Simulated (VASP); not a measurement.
Write the native input for VASP 6.6.1 that does the following.

| Quantity | Value |
| --- | --- |
| Task | single point |
| Functional | r2SCAN |
| Potentials or basis | VASP PAW PBE potentials, release 64 (Cs_sv, Pb_d, Cl) |
| Cutoff | 520 eV |
| k mesh | 4 × 4 × 4 |
| Occupations | gaussian, width 0.01 eV |
| Spin | no spin polarisation |
| Dipole correction | no |
| Further INCAR settings | ALGO = Normal; EDIFF = 1e-06; NBANDS = 30 |

CsPbCl3:

```
Cs Pb Cl
1.0
     5.67673    0.00000    0.00000
     0.00000    5.67673    0.00000
     0.00000    0.00000    5.67673
Cs Pb Cl
1 1 3
Cartesian
  0.0000 0.0000 0.0000
  2.8384 2.8384 2.8384
  2.8384 2.8384 0.0000
  0.0000 2.8384 2.8384
  2.8384 0.0000 2.8384
```

The input as run:

POSCAR

```
CsPbCl3
1.0
    5.6767293573      0.0000000000      0.0000000000
    0.0000000000      5.6767293573      0.0000000000
    0.0000000000      0.0000000000      5.6767293573
Cs Pb Cl
1 1 3
Direct
    0.0000000000      0.0000000000      0.0000000000
    0.5000000000      0.5000000000      0.5000000000
    0.5000000000      0.5000000000      0.0000000000
    0.0000000000      0.5000000000      0.5000000000
    0.5000000000      0.0000000000      0.5000000000
```

INCAR.step1

```
SYSTEM = CsPbCl3
  ALGO = Normal
  EDIFF = 1E-4
  ENCUT = 520
  GGA = PE
  ISMEAR = 0
  LASPH = .TRUE.
  LCHARG = .FALSE.
  LREAL = .FALSE.
  LWAVE = .TRUE.
  NBANDS = 30
  NELM = 80
  PREC = Accurate
  SIGMA = 0.01
```

INCAR.step2

```
SYSTEM = CsPbCl3
  ALGO = Normal
  EDIFF = 1E-6
  ENCUT = 520
  ISIF = 2
  ISMEAR = 0
  ISTART = 1
  LASPH = .TRUE.
  LCHARG = .FALSE.
  LMIXTAU = .TRUE.
  LREAL = .FALSE.
  LWAVE = .FALSE.
  METAGGA = R2SCAN
  NBANDS = 30
  NELM = 80
  PREC = Accurate
  SIGMA = 0.01
```

KPOINTS

```
k-points
0
G
  4 4 4
  0 0 0
```

Potentials or basis: VASP PAW PBE potentials, release 64 (Cs_sv, Pb_d, Cl).

The run is started by

```console
$ cat potpaw_PBE.64/Cs_sv/POTCAR potpaw_PBE.64/Pb_d/POTCAR potpaw_PBE.64/Cl/POTCAR > POTCAR
$ cp INCAR.step1 INCAR
$ mpirun -np 1 vasp_std > vasp.out
$ cp INCAR.step2 INCAR
$ mpirun -np 1 vasp_std > vasp.out
```

Results of the run:

The pressure is 0.0 GPa and the band gap on the k mesh is 2.48 eV, direct.

Caveat: the PAW data sets were made with another functional, which shifts forces and pressure a little; spin-orbit coupling is left out, which moves the levels of the heavy elements.

Wall time 2.7 min on 1 thread of Intel Xeon 6975P-C, on a shared host, peak memory 0.31 GiB.
